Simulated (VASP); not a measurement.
# AlNi (rocksalt type) (Fm-3m) in VASP: further runs, part 2 of 2

VASP 6.6.1. Earlier steps stand in the parts before.

**3. Single point, PBEsol (volume scaled by 0.88)**

File INCAR:

```
ALGO     = Normal         # electronic algorithm
EDIFF    = 1E-6           # SCF threshold, eV
ENCUT    = 520            # plane-wave cutoff, eV
GGA      = PS             # functional
ISIF     = 2              # what is computed and relaxed
ISMEAR   = -1             # smearing method
LASPH    = T              # aspherical terms in the spheres
LCHARG   = F              # write CHGCAR
LREAL    = F              # projectors in reciprocal space
LWAVE    = F              # write WAVECAR
NBANDS   = 14             # bands
NELM     = 80             # most SCF steps
PREC     = Accurate       # precision mode
SIGMA    = 0.08           # smearing width, eV
```

File KPOINTS:

```
k-points
0
Gamma
  14 14 14
```

File POSCAR:

```
AlNi
1.0
    0.0000000000      2.3005905593      2.3005905593
    2.3005905593      0.0000000000      2.3005905593
    2.3005905593      2.3005905593      0.0000000000
Ni Al
1 1
Direct
    0.0000000000      0.0000000000      0.0000000000
    0.5000000000      0.5000000000      0.5000000000
```

Potentials or basis: VASP PAW PBE potentials, release 64 (Ni, Al).

On the command line:

```bash
cat potpaw_PBE.64/Ni/POTCAR potpaw_PBE.64/Al/POTCAR > POTCAR
mpirun -np 1 vasp_std > vasp.out
```

OUTCAR:

```text
EDIFF = 1E-6
   ENCUT = 520
   GGA = PS
   ISIF = 2
   ISMEAR = -1
   LASPH = T
   LREAL = F
   NELM = 80
   PREC = Accurate

 ion  position               nearest neighbor table
   1  0.000  0.000  0.000-   2 2.30   2 2.30   2 2.30   2 2.30   2 2.30   2 2.30
   2  0.500  0.500  0.500-   1 2.30   1 2.30   1 2.30   1 2.30   1 2.30   1 2.30

  LATTYP: Found a face centered cubic cell.
 ALAT       =     4.6011811186

  Lattice vectors:

[... 591 lines left out ...]

 [... further k-points ...]

------------------------ aborting loop because EDIFF is reached ----------------------------------------

  FORCE on cell =-STRESS in cart. coord.  units (eV):
  Direction    XX          YY          ZZ          XY          YZ          ZX
  --------------------------------------------------------------------------------------
  -------------------------------------------------------------------------------------
  Total        3.0715028      3.0715028      3.0715028      0.0000000      0.0000000      0.0000000
  in kB      202.0754246    202.0754246    202.0754246      0.0000000      0.0000000      0.0000000
  external PRESSURE =     202.0754246 kB  Pullay stress =       0.0000000 kB

 VOLUME and BASIS-vectors are now :
 -----------------------------------------------------------------------------
  energy-cutoff  :      520.00
  volume of cell :       24.35
      direct lattice vectors                 reciprocal lattice vectors
     0.000000000  2.300590559  2.300590559    -0.217335500  0.217335500  0.217335500
     2.300590559  0.000000000  2.300590559     0.217335500 -0.217335500  0.217335500
     2.300590559  2.300590559  0.000000000     0.217335500  0.217335500 -0.217335500

 POSITION                                       TOTAL-FORCE (eV/Angst)
 -----------------------------------------------------------------------------------
      0.00000      0.00000      0.00000        -0.000000      0.000000      0.000000
      2.30059      2.30059      2.30059         0.000000     -0.000000     -0.000000
 -----------------------------------------------------------------------------------
    total drift:                                0.000000     -0.000000     -0.000000

  FREE ENERGIE OF THE ION-ELECTRON SYSTEM (eV)
  ---------------------------------------------------
  free  energy   TOTEN  =       -10.0640872494 eV

  energy  without entropy=      -10.0465487745  energy(sigma->0) =      -10.05531801
```

Run time: 14 s. Hardware: 1 thread of AMD EPYC 9R45 (Zen 5), shared host; peak memory 0.13 GiB.

Results:

```
Free energy : -10.0641 eV
Pressure    : 20.2 GPa
```

Levels at points of the mesh, in eV from the Fermi level:
```csv
k point,band 3,band 4,band 5,band 6,band 7,band 8,band 9,band 10
"(0.00, 0.00, 0.00)",-2.63,-2.63,-2.52,-2.52,7.72,7.72,7.72,11.21
"(0.50, 0.00, 0.00)",-3.07,-3.07,-1.76,-1.76,-0.92,7.03,7.03,9.01
"(0.50, 0.50, 0.00)",-3.65,-2.14,-1.56,-1.56,-0.26,1.82,1.82,6.77
```

Caveat: the cell differs from its parent crystal (volume scaled by 0.88); the PAW data sets were made with another functional, which shifts forces and pressure a little. Spin polarisation is off, so any magnetic state and its effect on volume and gap are missing.

**4. Single point, PBEsol (volume scaled by 0.94)**

File INCAR:

```
SYSTEM = AlNi
PREC = Accurate ; ENCUT = 520
EDIFF = 1E-7 ; ISMEAR = -1
SIGMA = 0.08 ; LREAL = .FALSE.
LASPH = .TRUE. ; NELM = 80
ALGO = Normal ; ISIF = 2
LWAVE = .FALSE. ; LCHARG = .FALSE.
GGA = PS ; NBANDS = 14
```

File KPOINTS:

```
Automatic mesh
0
G
  14 14 14
  0 0 0
```

File POSCAR:

```
AlNi
1.0
    0.0000000000      2.3517314501      2.3517314501
    2.3517314501      0.0000000000      2.3517314501
    2.3517314501      2.3517314501      0.0000000000
Ni Al
1 1
Direct
    0.0000000000      0.0000000000      0.0000000000
    0.5000000000      0.5000000000      0.5000000000
```

On the command line:

```bash
cat potpaw_PBE.64/Ni/POTCAR potpaw_PBE.64/Al/POTCAR > POTCAR
mpirun -np 1 vasp_std > vasp.out
```

Wall time 26 s (1 thread of AMD EPYC 9R45 (Zen 5), shared host); peak memory 0.14 GiB.

The run converged. Its results:

```yaml
Free_energy: -10.2111 eV
Pressure: 8.6 GPa
```

Levels at points of the mesh, in eV from the Fermi level:
| k point | band 2 | band 3 | band 4 | band 5 | band 6 | band 7 | band 8 | band 9 | band 10 | band 11 |
| --- | --- | --- | --- | --- | --- | --- | --- | --- | --- | --- |
| (0.00, 0.00, 0.00) | -2.36 | -2.36 | -2.36 | -2.29 | -2.29 | 7.28 | 7.28 | 7.28 | 10.91 | 10.91 |
| (0.50, 0.00, 0.00) | -5.59 | -2.81 | -2.81 | -1.59 | -1.59 | -0.86 | 6.87 | 6.87 | 8.52 | 8.52 |
| (0.50, 0.50, 0.00) | -3.84 | -3.28 | -1.94 | -1.41 | -1.41 | -0.26 | 1.78 | 1.78 | 6.28 | 6.62 |

Caveat: the cell differs from its parent crystal (volume scaled by 0.94); the PAW data sets were made with another functional, which shifts forces and pressure a little. Spin polarisation is off, so any magnetic state and its effect on volume and gap are missing.

**5. Single point, PBEsol**

This run uses another cell than the first one, of 13.84 Å³/atom, 1.250 times its volume.

File INCAR:

```
PREC = Accurate ; ENCUT = 520
EDIFF = 1E-7 ; ISMEAR = -1
SIGMA = 0.08 ; LREAL = F
LASPH = T ; NELM = 100
ALGO = Normal ; ISIF = 2
LWAVE = F ; LCHARG = T
GGA = PS ; LELF = T
LVHAR = T ; NBANDS = 14
```

File KPOINTS:

```
regular mesh
0
Gamma
  14 14 14
```

File POSCAR:

```
AlNi
1.0
    0.0000000000      2.4007398933      2.4007398933
    2.4007398933      0.0000000000      2.4007398933
    2.4007398933      2.4007398933      0.0000000000
Ni Al
1 1
Direct
    0.0000000000      0.0000000000      0.0000000000
    0.5000000000      0.5000000000      0.5000000000
```

On the command line:

```bash
cat potpaw_PBE.64/Ni/POTCAR potpaw_PBE.64/Al/POTCAR > POTCAR
mpirun -np 1 vasp_std > vasp.out
```

Wall time 28 s (1 thread of AMD EPYC 9R45 (Zen 5), shared host); peak memory 0.15 GiB.

It converged, with:

* Free energy: -10.2539 eV
* Pressure: 0.1 GPa

Levels at points of the mesh, in eV from the Fermi level:
```tsv
k point	band 4	band 5	band 6	band 7	band 8	band 9
(0.00, 0.00, 0.00)	-2.14	-2.08	-2.08	6.90	6.90	6.90
(0.50, 0.00, 0.00)	-2.58	-1.45	-1.45	-0.80	6.72	6.72
(0.50, 0.50, 0.00)	-1.77	-1.28	-1.28	-0.26	1.74	1.74
```

Caveat: the PAW data sets were made with another functional, which shifts forces and pressure a little.

**6. The runs side by side**

| cell | gap on the mesh (eV) | pressure (GPa) |
| --- | --- | --- |
| a = 3.152 Å, angles 60.0°, 2 atoms | none | 43.3 |
| a = 3.254 Å, angles 60.0°, 2 atoms | none | 20.2 |
| a = 3.326 Å, angles 60.0°, 2 atoms | none | 8.6 |
| a = 3.395 Å, angles 60.0°, 2 atoms | none | 0.1 |

Alike in all rows: task single point; level PBEsol; potentials or basis VASP PAW PBE potentials, release 64 (Ni, Al); no spin polarisation; k mesh 14 × 14 × 14; cutoff (eV) 520; smearing fermi-dirac 0.08 eV.

Caveats: the PAW data sets were made with another functional, which shifts forces and pressure a little.

Total energies depend on the potentials used, so only differences within one code and one set of settings carry meaning.
